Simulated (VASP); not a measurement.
Co2Pd, 3 atoms in the cell. Symmetry: P-3m1, No. 164, trigonal system. Conventional cell: a = 2.638 Å, b = 2.638 Å, c = 6.319 Å, α = 90.00°, β = 90.00°, γ = 120.00°. Within 3.5 Å of Pd (site symmetry -3m) lie 6 Pd at 2.64 Å and 6 Co at 2.68 Å. Within 3.2 Å of Co (site symmetry 3m) lie 9 Co at 2.43 to 2.64 Å and 3 Pd at 2.68 Å. 

```yaml
Program: VASP 6.6.1
Task: single point
Functional: PBEsol
Dispersion: D3(BJ)
Potentials_or_basis: VASP PAW PBE potentials, release 64 (Pd, Co)
Cutoff: 520 eV
k_mesh: 12 × 12 × 4
Occupations: fermi-dirac, width 0.05 eV
Spin: collinear spin, ferromagnetic start
Starting_moments: "[0.0, 2.0, 2.0] μB"
Dipole_correction: no
Further_INCAR_settings: ALGO = Normal; EDIFF = 1e-06; NBANDS = 25
```

Potentials or basis: VASP PAW PBE potentials, release 64 (Pd, Co).

The run is started by

```console
$ cat potpaw_PBE.64/Pd/POTCAR potpaw_PBE.64/Co/POTCAR > POTCAR
$ mpirun -np 1 vasp_std > vasp.out
```

Hardware: 1 thread of Intel(R) Xeon(R) 6975P-C (Granite Rapids), on a shared host.

**Question.** Estimate the wall time of this run.

**Answer.** Wall time 58 s on 1 thread of Intel(R) Xeon(R) 6975P-C (Granite Rapids) (shared host), peak memory 0.24 GiB. Counts: scf iterations 16, k points 69.
